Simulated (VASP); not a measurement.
# Cd3SeS2 (P3m1) in VASP: notebook

Runs on Cd3SeS2. Level: PBE. Tasks: relaxation of shape and atoms at fixed volume.

All numbers are computed with VASP 6.6.1; they aren't measurements. Logs are shortened: lines on timing, memory, paths and dates and some standing lists are left out, and cuts for length are marked.

### Step 1. The cell of the first run

The structure is trigonal, space group P3m1 (No. 156). The conventional cell has a = 4.336 Å, b = 4.336 Å, c = 10.632 Å, α = 90.00°, β = 90.00°, γ = 120.00°. Cd (site symmetry 3m) has 3 S at 2.64 Å and 1 Se at 2.73 Å within 3.5 Å. Within 3.5 Å of Cd (site symmetry 3m) lie 4 S at 2.62 to 2.64 Å. Within 3.4 Å of Cd (site symmetry 3m) lie 1 S at 2.61 Å and 3 Se at 2.70 Å. Within 3.6 Å of Se (site symmetry 3m) lie 4 Cd at 2.70 to 2.73 Å. S (site symmetry 3m) has 4 Cd at 2.62 to 2.64 Å within 3.5 Å. Within 3.4 Å of S (site symmetry 3m) lie 4 Cd at 2.61 to 2.64 Å.

### Step 2. Relaxation of shape and atoms at fixed volume, PBE (28.85 Å³/atom)

The input, INCAR:

```
SYSTEM = Cd3SeS2
  PREC = Accurate
  ENCUT = 600
  EDIFF = 1E-6
  ISMEAR = 0
  SIGMA = 0.02
  LREAL = .False.
  LASPH = .True.
  NELM = 100
  ALGO = Normal
  ISIF = 4
  LWAVE = .False.
  LCHARG = .False.
  GGA = PE
  IBRION = 2
  NSW = 50
  EDIFFG = -0.01
```

The input, KPOINTS:

```
regular mesh
0
Gamma
  6 6 4
  0 0 0
```

The input, POSCAR:

```
Cd3SeS2
1.0
    4.3359431863      0.0000000295      0.0000000000
   -2.1679716187      3.7550369339      0.0000000000
    0.0000000000      0.0000000000     10.6318060545
Cd Se S
3 1 2
Direct
    0.0000000000      0.0000000000      0.9911446861
    0.3333333333      0.6666666667      0.6666479895
    0.6666666667      0.3333333333      0.3426532326
    0.0000000000      0.0000000000      0.2481972812
    0.3333333333      0.6666666667      0.9129544071
    0.6666666667      0.3333333333      0.5884014035
```

Potentials or basis: VASP PAW PBE potentials, release 64 (Cd, Se, S).

On the command line:

```
$ cat potpaw_PBE.64/Cd/POTCAR potpaw_PBE.64/Se/POTCAR potpaw_PBE.64/S/POTCAR > POTCAR
$ mpirun -np 1 vasp_std > vasp.out
```

OUTCAR:

```text
SYSTEM = Cd3SeS2
   PREC = Accurate
   ENCUT = 600
   EDIFF = 1E-6
   ISMEAR = 0
   LREAL = .False.
   LASPH = .True.
   NELM = 100
   ISIF = 4
   GGA = PE
   IBRION = 2
   NSW = 50
   EDIFFG = -0.01

 ion  position               nearest neighbor table
   1  0.000  0.000  0.991-   5 2.64   5 2.64   5 2.64   4 2.73
   2  0.333  0.667  0.667-   5 2.62   6 2.64   6 2.64   6 2.64
   3  0.667  0.333  0.343-   6 2.61   4 2.70   4 2.70   4 2.70
   4  0.000  0.000  0.248-   3 2.70   3 2.70   3 2.70   1 2.73
   5  0.333  0.667  0.913-   2 2.62   1 2.64   1 2.64   1 2.64
   6  0.667  0.333  0.588-   3 2.61   2 2.64   2 2.64   2 2.64

  LATTYP: Found a hexagonal cell.
 ALAT       =     4.3359431863
 C/A-ratio  =     2.4520169194

  Lattice vectors:

 A1 = (   4.3359431863,   0.0000000295,   0.0000000000)
 A2 = (  -2.1679716187,   3.7550369339,   0.0000000000)
 A3 = (   0.0000000000,   0.0000000000,  10.6318060545)

Analysis of symmetry for initial positions (statically):
=====================================================================
 Subroutine PRICEL returns:
 Original cell was already a primitive cell.

 Routine SETGRP: Setting up the symmetry group for a
 hexagonal supercell.

 Subroutine GETGRP returns: Found  6 space group operations
 (whereof  6 operations were pure point group operations)
 out of a pool of 24 trial point group operations.

The static configuration has the point symmetry C_3v.

Analysis of symmetry for dynamics (positions and initial velocities):
=====================================================================
 Subroutine PRICEL returns:
 Original cell was already a primitive cell.

 Routine SETGRP: Setting up the symmetry group for a
 hexagonal supercell.

 Subroutine GETGRP returns: Found  6 space group operations
 (whereof  6 operations were pure point group operations)
 out of a pool of 24 trial point group operations.

The dynamic configuration has the point symmetry C_3v.

 Subroutine INISYM returns: Found  6 space group operations
 (whereof  6 operations are pure point group operations),
 and found     1 'primitive' translations

----------------------------------------------------------------------------------------

                                     Primitive cell

  volume of cell :     173.1031

  direct lattice vectors                    reciprocal lattice vectors
     4.335943186  0.000000029  0.000000000     0.230630327  0.133154484  0.000000000
    -2.167971619  3.755036934  0.000000000    -0.000000002  0.266308964  0.000000000
     0.000000000  0.000000000 10.631806055     0.000000000  0.000000000  0.094057397

  length of vectors
     4.335943186  4.335943186 10.631806055     0.266308964  0.266308964  0.094057397

  position of ions in fractional coordinates (direct lattice)
     0.000000000  0.000000000  0.991144686
     0.333333333  0.666666667  0.666647989
     0.666666667  0.333333333  0.342653233
     0.000000000  0.000000000  0.248197281
     0.333333333  0.666666667  0.912954407
     0.666666667  0.333333333  0.588401404

  ion indices of the primitive-cell ions
   primitive index   ion index
                 1           1
                 2           2
                 3           3
                 4           4
                 5           5
                 6           6

----------------------------------------------------------------------------------------

 KPOINTS: regular mesh

Automatic generation of k-mesh.
 Grid dimensions read from file:
 generate k-points for:    6    6    4

 Generating k-lattice:

  Cartesian coordinates                     Fractional coordinates (reciprocal lattice)
     0.038438388  0.022192414  0.000000000     0.166666667  0.000000000  0.000000000
    -0.000000000  0.044384827  0.000000000    -0.000000000  0.166666667  0.000000000
     0.000000000  0.000000000  0.023514349     0.000000000  0.000000000  0.250000000

  Length of vectors
     0.044384827  0.044384827  0.023514349

  Shift w.r.t. Gamma in fractional coordinates (k-lattice)
     0.000000000  0.000000000  0.000000000

 Subroutine IBZKPT returns following result:
 ===========================================

 Found     24 irreducible k-points:

 Following reciprocal coordinates:
            Coordinates               Weight
  0.000000  0.000000  0.000000      1.000000
  0.166667  0.000000  0.000000      6.000000
  0.333333  0.000000  0.000000      6.000000
  0.500000  0.000000  0.000000      3.000000
  0.166667  0.166667  0.000000      6.000000
  0.333333  0.166667  0.000000     12.000000
[... 16 lines left out ...]
  0.333333  0.166667  0.500000     12.000000
  0.333333  0.333333  0.500000      2.000000
   k-points           NKPTS =     24   k-points in BZ     NKDIM =     24   number of bands    NBANDS=     32
   number of dos      NEDOS =    301   number of ions     NIONS =      6
   total plane-waves  NPLWV = 116640
   dimension x,y,z NGX =    36 NGY =   36 NGZ =   90
   dimension x,y,z NGXF=    72 NGYF=   72 NGZF=  180
   ions per type =               3   1   2
   NGX,Y,Z   is equivalent  to a cutoff of  13.80, 13.80, 14.07 a.u.
   NGXF,Y,Z  is equivalent  to a cutoff of  27.61, 27.61, 28.15 a.u.
 SYSTEM =  Cd3SeS2
   PREC   = accura    normal or accurate (medium, high low for compatibility)
   ISTART =      0    job   : 0-new  1-cont  2-samecut
   ICHARG =      2    charge: 1-file 2-atom 10-const
   ISPIN  =      1    spin polarized calculation?
   LNONCOLLINEAR =      F non collinear calculations
   LSORBIT =      F    spin-orbit coupling
   LASPH  =      T    aspherical Exc in radial PAW
   ENCUT  =  600.0 eV  44.10 Ry    6.64 a.u.   8.66  8.66 21.23*2*pi/ulx,y,z
   NELM   =    100;   NELMIN=  2; NELMDL= -5     # of ELM steps
   EDIFF  = 0.1E-05   stopping-criterion for ELM
   LREAL  =      F    real-space projection
   EDIFFG = -.1E-01   stopping-criterion for IOM
   NSW    =     50    number of steps for IOM
   IBRION =      2    ionic relax: 0-MD 1-quasi-New 2-CG
   NFREE  =      1    steps in history (QN), initial steepest desc. (CG)
   ISIF   =      4    stress and relaxation
   ISYM   =      2    0-nonsym 1-usesym 2-fastsym
   POTIM  = 0.5000    time-step for ionic-motion
   TEBEG  =    0.0;   TEEND  =   0.0 temperature during run
   PSTRESS=    0.0 pullay stress
   NELECT =      54.0000    total number of electrons
   NUPDOWN=      -1.0000    fix difference up-down
   EMIN   =  10.00;   EMAX   =-10.00  energy-range for DOS
   EFERMI =   0.00;   METHOD = LEGACY
   ISMEAR =     0;   SIGMA  =   0.02  broadening in eV -4-tet -1-fermi 0-gaus
   EFERMI_NEDOS =   21; number of points for ismear=-14 and -15
   IALGO  =     38    algorithm
   IMIX   =      4    mixing-type and parameters
     AMIX     =   0.40;   BMIX     =  1.00
     AMIX_MAG =   1.60;   BMIX_MAG =  1.00
  volume/ion in A,a.u.               =      28.85       194.69
  Fermi-wavevector in a.u.,A,eV,Ry     =   1.110294  2.098151 16.772605  1.232752
  Thomas-Fermi vector in A             =   2.246843
   LORBIT       =      0    0 simple, 1 ext, 2 COOP (PROOUT), +10 PAW based schemes
   GGA     = PE    functional components
   LHFCALC =     F    Hartree Fock is set to
   AEXX    =    0.0000 exact exchange contribution
   IVDW    =     0    specifies the selected vdW correction
   LEPSILON=     F    determine dielectric tensor
   LRPA    =     F    only Hartree local field effects (RPA)
 conjugate gradient relaxation of ions
 non-spin polarized calculation
 Gauss-broadening in eV      SIGMA  =   0.02
  energy-cutoff  :      600.00
  volume of cell :      173.10
 maximum number of plane-waves:      5822
 NGX is ok and might be reduce to    36
   NGX = 17   NGY = 17   NGZ = 43

--------------------------------------- Ionic step        1  -------------------------------------------

 number of electron      54.0000001 magnetization

 Free energy of the ion-electron system (eV)
  ---------------------------------------------------
  ext. energy  EPLUGINS =         0.00000000
  ---------------------------------------------------
  free energy    TOTEN  =       -17.68100762 eV

  energy without entropy =      -17.68100762  energy(sigma->0) =      -17.68100762

------------------------ aborting loop because EDIFF is reached ----------------------------------------

  FORCE on cell =-STRESS in cart. coord.  units (eV):
  Direction    XX          YY          ZZ          XY          YZ          ZX
  --------------------------------------------------------------------------------------
  -------------------------------------------------------------------------------------
  Total       -2.5593781     -2.5593781     -2.5810540      0.0000000     -0.0000000      0.0000000
  in kB      -23.6886429    -23.6886429    -23.8892677      0.0000000     -0.0000000      0.0000000
  external PRESSURE =     -23.7555179 kB  Pullay stress =       0.0000000 kB

 VOLUME and BASIS-vectors are now :
 -----------------------------------------------------------------------------
  energy-cutoff  :      600.00
  volume of cell :      173.10
      direct lattice vectors                 reciprocal lattice vectors
     4.335943186  0.000000029  0.000000000     0.230630327  0.133154484  0.000000000
    -2.167971619  3.755036934  0.000000000    -0.000000002  0.266308964  0.000000000
     0.000000000  0.000000000 10.631806055     0.000000000  0.000000000  0.094057397

 POSITION                                       TOTAL-FORCE (eV/Angst)
 -----------------------------------------------------------------------------------
      0.00000      0.00000     10.53766        -0.000000      0.000000      0.003441
     -0.00000      2.50336      7.08767         0.000000     -0.000000      0.012964
      2.16797      1.25168      3.64302        -0.000000     -0.000000     -0.012540
      0.00000      0.00000      2.63879        -0.000000      0.000000      0.019006
     -0.00000      2.50336      9.70635         0.000000      0.000000     -0.012418
      2.16797      1.25168      6.25577         0.000000     -0.000000     -0.010453
 -----------------------------------------------------------------------------------
    total drift:                               -0.000001      0.000000      0.000121
[... 30 lines left out ...]
 POSITION                                       TOTAL-FORCE (eV/Angst)
 -----------------------------------------------------------------------------------
      0.00000     -0.00000     10.53660         0.000000     -0.000000      0.004108
     -0.00000      2.50350      7.08747         0.000000     -0.000000      0.006173
      2.16810      1.25175      3.64199        -0.000000      0.000000     -0.009351
      0.00000     -0.00000      2.63940         0.000000     -0.000000      0.011965
     -0.00000      2.50350      9.70463        -0.000000      0.000000     -0.005513
      2.16810      1.25175      6.25454        -0.000000      0.000000     -0.007381
 -----------------------------------------------------------------------------------
    total drift:                               -0.000001      0.000000     -0.001056

  FREE ENERGIE OF THE ION-ELECTRON SYSTEM (eV)
  ---------------------------------------------------
  free  energy   TOTEN  =       -17.6810461568 eV

  energy  without entropy=      -17.6810461568  energy(sigma->0) =      -17.68104616

--------------------------------------- Ionic step        3  -------------------------------------------

 number of electron      54.0000000 magnetization

 Free energy of the ion-electron system (eV)
  ---------------------------------------------------
  ext. energy  EPLUGINS =         0.00000000
  ---------------------------------------------------
  free energy    TOTEN  =       -17.68106394 eV

  energy without entropy =      -17.68106394  energy(sigma->0) =      -17.68106394

 E-fermi :   0.5890     XC(G=0):  -8.5681

 val. band max:        0.5055500021   @ k =   0.0000   0.0000   0.0000
 cond. band min:       1.0513589360   @ k =   0.0000   0.0000   0.0000
 fundamental gap:      0.5458089339
 Fermi energy:         0.5889861144

 k-point     1 :       0.0000    0.0000    0.0000
  band No.  band energies     occupation
      1     -11.5204      2.00000
      2     -11.3025      2.00000
      3     -11.2464      2.00000
      4      -7.1652      2.00000
      5      -7.1652      2.00000
      6      -7.1523      2.00000
[... 24 lines left out ...]
     31       6.5237      0.00000
     32       6.6641      0.00000
[... 816 lines left out ...]
 VOLUME and BASIS-vectors are now :
 -----------------------------------------------------------------------------
  energy-cutoff  :      600.00
  volume of cell :      173.10
      direct lattice vectors                 reciprocal lattice vectors
     4.336559507  0.000000030  0.000000000     0.230597550  0.133135559 -0.000000000
    -2.168279779  3.755570684 -0.000000000    -0.000000002  0.266271116  0.000000000
     0.000000000 -0.000000000 10.628784239    -0.000000000  0.000000000  0.094084138

 POSITION                                       TOTAL-FORCE (eV/Angst)
 -----------------------------------------------------------------------------------
      4.33656      0.00000     10.53507         0.000000     -0.000000      0.004791
     -0.00000      2.50371      7.08719        -0.000000      0.000000     -0.004577
      2.16828      1.25186      3.64051        -0.000000      0.000000     -0.003613
      4.33656      0.00000      2.64028         0.000000     -0.000000      0.001365
     -0.00000      2.50371      9.70213         0.000000     -0.000000      0.005029
      2.16828      1.25186      6.25276        -0.000000      0.000000     -0.002995
 -----------------------------------------------------------------------------------
    total drift:                               -0.000001      0.000000     -0.001103

  FREE ENERGIE OF THE ION-ELECTRON SYSTEM (eV)
  ---------------------------------------------------
  free  energy   TOTEN  =       -17.6810639429 eV

  energy  without entropy=      -17.6810639429  energy(sigma->0) =      -17.68106394

 reached required accuracy - stopping structural energy minimisation
```

Run time: 3.2 min. Hardware: 1 thread of AMD EPYC 9R45 (Zen 5), shared host; peak memory 0.41 GiB.

What came out:

```
Free energy                  : -17.6811 eV
Energy gained by relaxing    : 0.0 meV/atom
Ionic steps                  : 3
Pressure after relaxing      : -2.4 GPa
Largest force after relaxing : 0.005 eV/Å
Band gap on the k mesh       : 0.55 eV
```

Forces in eV/Å, atoms in the order of the input:
```
Cd   0.000  0.000  0.005
Cd   0.000  0.000 -0.005
Cd   0.000  0.000 -0.004
Se   0.000  0.000  0.001
S    0.000  0.000  0.005
S    0.000  0.000 -0.003
```

Final structure:
```
Cd Se S
1.0
     4.33656    0.00000    0.00000
    -2.16828    3.75557    0.00000
     0.00000    0.00000   10.62878
Cd Se S
3 1 2
Direct
  0.00000 0.00000 0.99118
  0.33333 0.66667 0.66679
  0.66667 0.33333 0.34251
  0.00000 0.00000 0.24841
  0.33333 0.66667 0.91282
  0.66667 0.33333 0.58829
```

Caveat: semilocal functionals underestimate gaps, and a narrow one can read as zero.

[end of part 1 of 2]
